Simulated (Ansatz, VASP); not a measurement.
**NaH in VASP and in Ansatz**

File INCAR:

```
PREC = Accurate ; ENCUT = 520
EDIFF = 1E-6 ; ISMEAR = 0
SIGMA = 0.01 ; LREAL = F
LASPH = T ; NELM = 100
ALGO = Normal ; ISIF = 2
LWAVE = F ; LCHARG = T
GGA = PS ; LELF = T
LVHAR = T ; NBANDS = 11
```

Contents of KPOINTS:

```
regular mesh
0
Gamma
  8 8 8
```

Contents of POSCAR:

```
NaH
1.0
    0.0000000000      2.3836984719      2.3836984719
    2.3836984719      0.0000000000      2.3836984719
    2.3836984719      2.3836984719      0.0000000000
Na H
1 1
Direct
    0.0000000000      0.0000000000      0.0000000000
    0.5000000000      0.5000000000      0.5000000000
```

Input for Ansatz:

```yaml
crystal:
  lattice:
    - [0.0, 2.38369847193, 2.38369847193]
    - [2.38369847193, 0.0, 2.38369847193]
    - [2.38369847193, 2.38369847193, 0.0]
  atoms:
    - { symbol: Na, position: [0.0, 0.0, 0.0] }
    - { symbol: H, position: [0.5, 0.5, 0.5] }
kpoints:
  mp_grid: { grid: [8, 8, 8] }
scf:
  occupations: { method: fixed }
  convergence: { dr2_threshold: 1.0e-10 }
hamiltonian:
  xc: pbesol
  pseudopotentials: { kind: all_electron, lapw: { basis_error: 0.0005 } }
output:
  forces: true
  stress: true
  eigenstates:
    kpoints:
      - [0.0, 0.0, 0.0]
      - [0.0, -0.5, 0.0]
      - [-0.5, 0.0, 0.0]
      - [0.0, 0.0, -0.5]
      - [-0.5, -0.5, -0.5]
      - [-0.25, -0.5, -0.75]
      - [-0.5, -0.25, -0.75]
      - [-0.25, -0.75, -0.5]
      - [-0.5, 0.0, -0.5]
      - [0.0, -0.5, -0.5]
      - [-0.5, -0.5, 0.0]
  eigenvalues: true
```

Alike in both runs: task single point; functional PBEsol; k mesh 8 × 8 × 8; no spin polarisation.

|  | VASP | Ansatz |
| --- | --- | --- |
| version | VASP 6.6.1 | Ansatz 0.2.0 |
| potentials or method | VASP PAW PBE potentials, release 64 (Na_pv, H), cutoff 520 eV | all-electron LAPW, scalar-relativistic |
| occupations | gaussian, width 0.01 eV | fixed |

|  | VASP | Ansatz | Ansatz less VASP |
| --- | --- | --- | --- |
| gap on the k mesh at the Fermi level (eV) | 3.63 | 3.63 | +0.002 |
| pressure (GPa) | 0.4 | 0.4 | +0.02 |

VASP's potentials were made for PBE, not for PBEsol. Ansatz ran all-electron here, and VASP with PAW potentials.
